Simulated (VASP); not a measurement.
**MgO: single point with PBE**

The system is MgO.

```
Mg O
1.0
     0.00000    2.30938    2.30938
     2.30938    0.00000    2.30938
     2.30938    2.30938    0.00000
Mg O
1 1
Direct
  0.00000 0.00000 0.00000
  0.25000 0.25000 0.25000
```

| Item | Value |
| --- | --- |
| Program | VASP 6.6.1 |
| Task | single point |
| Functional | PBE |
| Potentials or basis | VASP PAW PBE potentials, release 64 (Mg, O) |
| Cutoff | 600 eV |
| k mesh | 8 × 8 × 8 |
| Occupations | gaussian, width 0.1 eV |
| Spin | no spin polarisation |
| Dipole correction | no |
| Further INCAR settings | ALGO = Normal; EDIFF = 1e-06; NBANDS = 11 |

```
Pressure               : -1.0 GPa
Band gap on the k mesh : 3.44 eV
```

Levels at points of the mesh, in eV from the valence-band top:
| k point | band 1 | band 2 | band 3 | band 4 | band 5 | band 6 | band 7 | band 8 | band 9 |
| --- | --- | --- | --- | --- | --- | --- | --- | --- | --- |
| (0.00, 0.00, 0.00) | -15.80 | 0.00 | 0.00 | 0.00 | 3.44 | 16.43 | 16.43 | 16.43 | 19.98 |
| (0.50, 0.00, 0.00) | -15.18 | -2.94 | -0.18 | -0.18 | 8.54 | 9.42 | 14.35 | 14.35 | 19.19 |
| (0.50, 0.50, 0.00) | -15.00 | -2.43 | -0.72 | -0.72 | 6.17 | 11.37 | 13.60 | 16.25 | 16.25 |

It took 14 s on 1 thread of Intel(R) Xeon(R) Platinum 8375C CPU @ 2.90GHz (Ice Lake), on a shared host, peak memory 0.16 GiB.
